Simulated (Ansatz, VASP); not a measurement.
BN: VASP beside Ansatz

The input INCAR:

```
ALGO = Normal ; EDIFF = 1E-7
EDIFFG = -0.04 ; ENCUT = 600
GGA = PE ; GGA_COMPAT = F
IBRION = 2 ; ISIF = 3
ISMEAR = 0 ; LASPH = T
LCHARG = F ; LREAL = F
LWAVE = F ; NELM = 120
NELMIN = 4 ; NSW = 90
PREC = Accurate ; SIGMA = 0.1
```

File KPOINTS:

```
k-points
0
Gamma
  10 10 10
```

File POSCAR:

```
BN
1.0
   -1.2981601100      1.2981601100      5.2522462800
    1.2981601100     -1.2981601100      5.2522462800
    1.2981601100      1.2981601100     -5.2522462800
B N
3 3
Direct
    0.6362379000      0.6362379000      0.0000000000
    0.3637621000      0.3637621000      0.0000000000
    0.0000000000      0.0000000000      0.0000000000
    0.7500000000      0.2500000000      0.5000000000
    0.4326919200      0.9326919200      0.5000000000
    0.0673080800      0.5673080800      0.5000000000
```

Input for Ansatz:

```yaml
crystal:
  lattice:
    - [-1.29816011, 1.29816011, 5.25224628]
    - [1.29816011, -1.29816011, 5.25224628]
    - [1.29816011, 1.29816011, -5.25224628]
  atoms:
    - { symbol: B, position: [0.6362379, 0.6362379, 0.0] }
    - { symbol: B, position: [0.3637621, 0.3637621, 0.0] }
    - { symbol: B, position: [0.0, 0.0, 0.0] }
    - { symbol: "N", position: [0.75, 0.25, 0.5] }
    - { symbol: "N", position: [0.43269192, 0.93269192, 0.5] }
    - { symbol: "N", position: [0.06730808, 0.56730808, 0.5] }
basis:
  ecutwfc: 420
kpoints:
  mp_grid: { grid: [10, 10, 10] }
hamiltonian:
  xc: pbe
scf:
  occupations: { method: gaussian, width: 0.1 }
  lower_state_search: "off"
output:
  forces: true
  stress: true
  eigenvalues: true
relax:
  adjacent_minimum: "off"
  f_tol: 0.04
  max_steps: 70
  cell: { stress_tol: 0.4 }
```

Alike in both runs: task relaxation of cell and atoms; functional PBE; k mesh 10 × 10 × 10; occupations gaussian, width 0.1 eV; no spin polarisation.

|  | VASP | Ansatz |
| --- | --- | --- |
| version | VASP 6.6.1 | Ansatz 0.2.0 |
| potentials or method | VASP PAW PBE potentials, release 64 (B, N), cutoff 600 eV | scalar-relativistic, plane waves, PAW |
| valence electrons in the cell | 24 | 24 |

VASP gave:

| Property | Result |
| --- | --- |
| gap on the k mesh at the Fermi level, each at its own relaxed structure (eV) | 4.45 |
| relaxed volume (Å³/atom) | 5.95 |
| relaxed cell length with the largest relative difference (Å) | 5.731 |

Problem. What did Ansatz give for the same quantities?

Solution. gap on the k mesh at the Fermi level, each at its own relaxed structure (eV): 4.46; relaxed volume (Å³/atom): 5.95; relaxed cell length with the largest relative difference (Å): 5.731.
